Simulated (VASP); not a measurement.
A run of VASP 6.6.1 is set up as follows.

INCAR

```
PREC = Accurate ; ENCUT = 600
EDIFF = 1E-6 ; ISMEAR = 0
SIGMA = 0.2 ; LREAL = False
LASPH = True ; NELM = 120
ALGO = Normal ; ISIF = 2
LWAVE = False ; LCHARG = False
GGA = PE ; NBANDS = 34
GGA_COMPAT = False
```

Contents of KPOINTS:

```
Automatic mesh
0
Gamma
  4 4 4
```

File POSCAR:

```
Be3Cd2O3
1.0
    2.9447252923      1.7001379402      3.0312387498
   -2.9447252923      1.7001379402      3.0312387498
    0.0000000000     -3.4002758804      3.0312387498
Be Cd O
3 2 3
Direct
    0.0000000000      0.0000000000      0.5000000000
    0.5000000000      0.0000000000      0.0000000000
    0.0000000000      0.5000000000      0.0000000000
    0.5000000000      0.5000000000      0.5000000000
    0.0000000000      0.0000000000      0.0000000000
    0.5000000000      0.5000000000      0.0000000000
    0.0000000000      0.5000000000      0.5000000000
    0.5000000000      0.0000000000      0.5000000000
```

Potentials or basis: VASP PAW PBE potentials, release 64 (Be, Cd, O).

Run with:

```sh
$ cat potpaw_PBE.64/Be/POTCAR potpaw_PBE.64/Cd/POTCAR potpaw_PBE.64/O/POTCAR > POTCAR
$ mpirun -np 1 vasp_std > vasp.out
```

Task: Predict the band gap on the k mesh.

Result: Zero (band 24 reaches 4.92 eV, above the bottom of band 25 at 4.00 eV).

Task: Estimate the pressure.

Result: 0.6 GPa.

Stress tensor (GPa, compression positive):
```
0.80 0.00 0.00
0.00 0.80 0.00
0.00 0.00 0.20
```
